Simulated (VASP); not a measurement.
# P (Imma) in VASP: single point with LDA

Aim: the single point of P with LDA.

All numbers are computed with VASP 6.6.1; they aren't measurements. Logs are shortened: lines on timing, memory, paths and dates and some standing lists are left out, and cuts for length are marked.

## (1) The cell of the first run

The structure is orthorhombic, space group Imma (No. 74). Conventional cell: a = 3.383 Å, b = 5.030 Å, c = 3.718 Å, α = 90.00°, β = 90.00°, γ = 90.00°. Within 3.0 Å of P (site symmetry mm2) lie 6 P at 2.24 to 2.82 Å.

## (2) Single point, LDA

Contents of INCAR:

```
ALGO = Normal ; EDIFF = 1E-6
ENCUT = 500 ; GGA_COMPAT = False
ISIF = 2 ; ISMEAR = -1
LASPH = True ; LCHARG = True
LELF = True ; LREAL = False
LVHAR = True ; LWAVE = False
NBANDS = 12 ; NELM = 120
PREC = Accurate ; SIGMA = 0.05
```

Contents of KPOINTS:

```
k-points
0
Gamma
  6 6 6
```

Contents of POSCAR:

```
P
1.0
    3.5556900042     -0.0000000026     -0.0000000073
   -1.6119477003      3.1693147552     -0.0000000033
    0.0025803879     -2.1822889778      2.8072298739
P
2
Direct
    0.8033090000      0.0533090000      0.7500000000
    0.1966910000      0.9466910000      0.2500000000
```

Potentials or basis: VASP PAW LDA potentials, release 64 (P).

The run is started by

```
$ cat potpaw_LDA.64/P/POTCAR > POTCAR
$ mpirun -np 1 vasp_std > vasp.out
```

OUTCAR:

```text
EDIFF = 1E-6
   ENCUT = 500
   ISIF = 2
   ISMEAR = -1
   LASPH = True
   LREAL = False
   NELM = 120
   PREC = Accurate

 ion  position               nearest neighbor table
   1  0.803  0.053  0.750-   2 2.24   2 2.24   2 2.55   2 2.55   2 2.82   2 2.82
   2  0.197  0.947  0.250-   1 2.24   1 2.24   1 2.55   1 2.55   1 2.82   1 2.82

  LATTYP: Found a body centered orthorhombic cell.
 ALAT       =     3.3830197425
 B/A-ratio  =     1.0989849731
 C/A-ratio  =     1.4869346579

  Lattice vectors:

 A1 = (  -3.5556900042,   0.0000000026,   0.0000000073)
 A2 = (  -0.0025803879,   2.1822889778,  -2.8072298739)
 A3 = (   1.6119477003,  -3.1693147552,   0.0000000033)

Analysis of symmetry for initial positions (statically):
=====================================================================
 Subroutine PRICEL returns:
 Original cell was already a primitive cell.

 Routine SETGRP: Setting up the symmetry group for a
 body centered orthorhombic supercell.

 Subroutine GETGRP returns: Found  8 space group operations
 (whereof  4 operations were pure point group operations)
 out of a pool of  8 trial point group operations.

The static configuration has the point symmetry C_2h.
 The point group associated with its full space group is D_2h.

Analysis of symmetry for dynamics (positions and initial velocities):
=====================================================================
 Subroutine PRICEL returns:
 Original cell was already a primitive cell.

 Routine SETGRP: Setting up the symmetry group for a
 body centered orthorhombic supercell.

 Subroutine GETGRP returns: Found  8 space group operations
 (whereof  4 operations were pure point group operations)
 out of a pool of  8 trial point group operations.

The dynamic configuration has the point symmetry C_2h.
 The point group associated with its full space group is D_2h.

 Subroutine INISYM returns: Found  8 space group operations
 (whereof  4 operations are pure point group operations),
 and found     1 'primitive' translations

----------------------------------------------------------------------------------------

                                     Primitive cell

  volume of cell :      31.6350

  direct lattice vectors                    reciprocal lattice vectors
     3.555690004 -0.000000003 -0.000000007     0.281239366  0.143041378  0.110939228
    -1.611947700  3.169314755 -0.000000003     0.000000001  0.315525620  0.245283825
     0.002580388 -2.182288978  2.807229874     0.000000001  0.000000001  0.356223055

  length of vectors
     3.555690004  3.555690004  3.555690004     0.334460654  0.399650562  0.356223055

  position of ions in fractional coordinates (direct lattice)
     0.803309000  0.053309000  0.750000000
     0.196691000  0.946691000  0.250000000

  ion indices of the primitive-cell ions
   primitive index   ion index
                 1           1
                 2           2

----------------------------------------------------------------------------------------

 KPOINTS: k-points

Automatic generation of k-mesh.
 Grid dimensions read from file:
 generate k-points for:    6    6    6

 Generating k-lattice:

  Cartesian coordinates                     Fractional coordinates (reciprocal lattice)
     0.046873228  0.023840230  0.018489871     0.166666667 -0.000000000  0.000000000
     0.000000000  0.052587603  0.040880638     0.000000000  0.166666667  0.000000000
     0.000000000  0.000000000  0.059370509    -0.000000000 -0.000000000  0.166666667

  Length of vectors
     0.055743442  0.066608427  0.059370509

  Shift w.r.t. Gamma in fractional coordinates (k-lattice)
     0.000000000  0.000000000  0.000000000

 Subroutine IBZKPT returns following result:
 ===========================================

 Found     46 irreducible k-points:

 Following reciprocal coordinates:
            Coordinates               Weight
  0.000000  0.000000  0.000000      1.000000
  0.166667 -0.000000  0.000000      4.000000
  0.333333 -0.000000  0.000000      4.000000
  0.500000  0.000000  0.000000      2.000000
  0.000000  0.166667  0.000000      4.000000
  0.166667  0.166667  0.000000      8.000000
[... 16 lines left out ...]
 -0.166667  0.166667  0.166667      2.000000
  0.166667  0.333333  0.166667      4.000000
 [... further k-points ...]
   k-points           NKPTS =     46   k-points in BZ     NKDIM =     46   number of bands    NBANDS=     12
   number of dos      NEDOS =    301   number of ions     NIONS =      2
   total plane-waves  NPLWV =  21952
   dimension x,y,z NGX =    28 NGY =   28 NGZ =   28
   dimension x,y,z NGXF=    56 NGYF=   56 NGZF=   56
   ions per type =               2
   NGX,Y,Z   is equivalent  to a cutoff of  13.09, 13.09, 13.09 a.u.
   NGXF,Y,Z  is equivalent  to a cutoff of  26.18, 26.18, 26.18 a.u.
 SYSTEM =  unknown system
   PREC   = accura    normal or accurate (medium, high low for compatibility)
   ISTART =      0    job   : 0-new  1-cont  2-samecut
   ICHARG =      2    charge: 1-file 2-atom 10-const
   ISPIN  =      1    spin polarized calculation?
   LNONCOLLINEAR =      F non collinear calculations
   LSORBIT =      F    spin-orbit coupling
   LASPH  =      T    aspherical Exc in radial PAW
   ENCUT  =  500.0 eV  36.75 Ry    6.06 a.u.   6.48  6.48  6.48*2*pi/ulx,y,z
   NELM   =    120;   NELMIN=  2; NELMDL= -5     # of ELM steps
   EDIFF  = 0.1E-05   stopping-criterion for ELM
   LREAL  =      F    real-space projection
   EDIFFG = 0.1E-04   stopping-criterion for IOM
   NSW    =      0    number of steps for IOM
   IBRION =     -1    ionic relax: 0-MD 1-quasi-New 2-CG
   NFREE  =      0    steps in history (QN), initial steepest desc. (CG)
   ISIF   =      2    stress and relaxation
   ISYM   =      2    0-nonsym 1-usesym 2-fastsym
   POTIM  = 0.5000    time-step for ionic-motion
   TEBEG  =    0.0;   TEEND  =   0.0 temperature during run
   PSTRESS=    0.0 pullay stress
   NELECT =      10.0000    total number of electrons
   NUPDOWN=      -1.0000    fix difference up-down
   EMIN   =  10.00;   EMAX   =-10.00  energy-range for DOS
   EFERMI =   0.00;   METHOD = LEGACY
   ISMEAR =    -1;   SIGMA  =   0.05  broadening in eV -4-tet -1-fermi 0-gaus
   EFERMI_NEDOS =   21; number of points for ismear=-14 and -15
   IALGO  =     38    algorithm
   IMIX   =      4    mixing-type and parameters
     AMIX     =   0.40;   BMIX     =  1.00
     AMIX_MAG =   1.60;   BMIX_MAG =  1.00
  volume/ion in A,a.u.               =      15.82       106.74
  Fermi-wavevector in a.u.,A,eV,Ry     =   1.115199  2.107421 16.921145  1.243669
  Thomas-Fermi vector in A             =   2.251801
   LORBIT       =      0    0 simple, 1 ext, 2 COOP (PROOUT), +10 PAW based schemes
   GGA     = CA    functional components
   LHFCALC =     F    Hartree Fock is set to
   AEXX    =    0.0000 exact exchange contribution
   IVDW    =     0    specifies the selected vdW correction
   LEPSILON=     F    determine dielectric tensor
   LRPA    =     F    only Hartree local field effects (RPA)
 non-spin polarized calculation
  energy-cutoff  :      500.00
  volume of cell :       31.63
 maximum number of plane-waves:       821
 NGX is ok and might be reduce to    28
   NGX = 13   NGY = 13   NGZ = 13

 number of electron      10.0000000 magnetization

 number of electron       9.9999999 magnetization

 Free energy of the ion-electron system (eV)
  ---------------------------------------------------
  ext. energy  EPLUGINS =         0.00000000
  ---------------------------------------------------
  free energy    TOTEN  =       -12.10748099 eV

  energy without entropy =      -12.10393819  energy(sigma->0) =      -12.10570959

 E-fermi :   8.8413     XC(G=0): -10.9920

 val. band max:        8.7872348787   @ k =   0.3333   0.3333   0.1667
 cond. band min:       8.8432368094   @ k =   0.5000   0.5000   0.0000
 fundamental gap:      0.0560019307
 Fermi energy:         8.8412688320

 k-point     1 :       0.0000    0.0000    0.0000
  band No.  band energies     occupation
      1      -7.4434      2.00000
      2       5.8216      2.00000
      3       5.8533      2.00000
      4       6.0935      2.00000
      5       6.7477      2.00000
      6      10.3598      0.00000
      7      11.2808      0.00000
      8      13.0365      0.00000
      9      14.0852      0.00000
     10      15.3247      0.00000
     11      15.7925      0.00000
     12      15.8892      0.00000

 k-point     2 :       0.1667   -0.0000    0.0000
  band No.  band energies     occupation
      1      -7.0549      2.00000
      2       2.6859      2.00000
      3       5.9703      2.00000
      4       6.4354      2.00000
      5       7.9895      2.00000
      6      10.6380      0.00000
      7      11.0751      0.00000
      8      11.7162      0.00000
      9      14.2839      0.00000
     10      14.9014      0.00000
     11      15.3005      0.00000
     12      18.6340      0.00000

 k-point     3 :       0.3333   -0.0000    0.0000
  band No.  band energies     occupation
      1      -5.9607      2.00000
      2      -0.4233      2.00000
      3       5.7802      2.00000
      4       6.5984      2.00000
      5       8.1450      2.00000
      6       9.5155      0.00000
      7      10.2398      0.00000
      8      11.0393      0.00000
      9      16.0030      0.00000
     10      16.4690      0.00000
     11      17.2085      0.00000
     12      22.4888      0.00000
[... 286 lines left out ...]
 k-point    23 :      -0.1667    0.1667    0.1667
  band No.  band energies     occupation
      1      -6.1405      2.00000
      2       1.0575      2.00000
      3       4.7279      2.00000
      4       6.4541      2.00000
      5       7.3001      2.00000
      6       9.7303      0.00000
      7      10.5202      0.00000
      8      11.5855      0.00000
      9      13.5519      0.00000
     10      16.4444      0.00000
     11      17.7776      0.00000
     12      18.0889      0.00000

 k-point    24 :       0.1667    0.3333    0.1667
  band No.  band energies     occupation
      1      -2.9437      2.00000
      2      -1.7571      2.00000
      3       1.5103      2.00000
      4       2.4245      2.00000
      5       6.8284      2.00000
      6      10.7128      0.00000
      7      12.5956      0.00000
      8      16.0356      0.00000
      9      16.5734      0.00000
     10      17.1025      0.00000
     11      20.7784      0.00000
     12      22.6960      0.00000

 [... further k-points ...]

------------------------ aborting loop because EDIFF is reached ----------------------------------------

  FORCE on cell =-STRESS in cart. coord.  units (eV):
  Direction    XX          YY          ZZ          XY          YZ          ZX
  --------------------------------------------------------------------------------------
  -------------------------------------------------------------------------------------
  Total       -0.3588224     -0.4581471     -0.3803155     -0.0976431     -0.0522401      0.0851787
  in kB      -18.1728456    -23.2032201    -19.2613796     -4.9452101     -2.6457423      4.3139413
  external PRESSURE =     -20.2124818 kB  Pullay stress =       0.0000000 kB

 VOLUME and BASIS-vectors are now :
 -----------------------------------------------------------------------------
  energy-cutoff  :      500.00
  volume of cell :       31.63
      direct lattice vectors                 reciprocal lattice vectors
     3.555690004 -0.000000003 -0.000000007     0.281239366  0.143041378  0.110939228
    -1.611947700  3.169314755 -0.000000003     0.000000001  0.315525620  0.245283825
     0.002580388 -2.182288978  2.807229874     0.000000001  0.000000001  0.356223055

 POSITION                                       TOTAL-FORCE (eV/Angst)
 -----------------------------------------------------------------------------------
      2.77232     -1.46776      2.10542        -0.080611     -0.131438      0.000000
     -0.82600      2.45479      0.70181         0.080611      0.131438     -0.000000
 -----------------------------------------------------------------------------------
    total drift:                                0.000000      0.000000     -0.000000

  FREE ENERGIE OF THE ION-ELECTRON SYSTEM (eV)
  ---------------------------------------------------
  free  energy   TOTEN  =       -12.1074809888 eV

  energy  without entropy=      -12.1039381930  energy(sigma->0) =      -12.10570959
```

It took 8 s on 1 thread of Intel Xeon 6975P-C (Granite Rapids), shared host; peak memory 0.13 GiB.

Results:

```
Free energy            : -12.1075 eV
Pressure               : -2.0 GPa
Largest force          : 0.154 eV/Å
Band gap on the k mesh : zero (bands 5 and 6 overlap by 0.78 eV)
```

Forces in eV/Å, atoms in the order of the input:
```
P   -0.081 -0.131  0.000
P    0.081  0.131  0.000
```

Levels at points of the mesh, in eV from the Fermi level:
| k point | band 2 | band 3 | band 4 | band 5 | band 6 | band 7 | band 8 | band 9 |
| --- | --- | --- | --- | --- | --- | --- | --- | --- |
| (0.00, 0.00, 0.00) | -3.02 | -2.99 | -2.75 | -2.09 | 1.52 | 2.44 | 4.20 | 5.24 |
| (0.50, 0.00, 0.00) | -11.01 | -3.13 | -1.68 | -1.49 | 0.43 | 0.85 | 1.90 | 9.17 |
| (0.00, 0.50, 0.00) | -10.04 | -6.39 | -5.36 | -5.05 | 0.39 | 6.87 | 7.15 | 8.74 |
| (0.50, 0.50, 0.00) | -12.18 | -3.30 | -3.30 | 0.00 | 0.00 | 0.26 | 0.26 | 10.44 |
| (0.50, 0.50, 0.50) | -8.36 | -7.76 | -5.19 | -5.01 | 0.16 | 6.61 | 8.45 | 8.68 |

Caveat: the k points lie up to 0.37 Å⁻¹ apart, too coarse for converged energies and pressures of a metal.

The gap in the log of VASP goes by the Fermi energy; the results here count the filled bands.